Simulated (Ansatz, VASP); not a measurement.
**Bi: VASP beside Ansatz**

```
Bi
1.0
     3.17076    0.00000    0.00000
     0.00000    3.17076    0.00000
     0.00000    0.00000    3.17076
Bi
1
Direct
  0.00000 0.00000 0.00000
```

Alike in both runs: task single point; functional RPBE; k mesh 11 × 11 × 11; occupations fermi-dirac, width 0.1 eV; no spin polarisation.

|  | VASP | Ansatz |
| --- | --- | --- |
| version | VASP 6.6.1 | Ansatz 0.2.0 |
| potentials or method | VASP PAW PBE potentials, release 64 (Bi_d), cutoff 520 eV | plane waves (420 eV) with PAW, scalar-relativistic |
| valence electrons in the cell | 15 | 15 |

Ansatz gave:

* pressure (GPa): 7.4

Problem. Which values does VASP return?

Solution. Pressure (GPa): 7.3.

VASP's potentials were made for PBE, not for RPBE. With one functional, cell and mesh, what is left measures potentials, basis and numerics.

Neither program's run includes spin-orbit coupling.
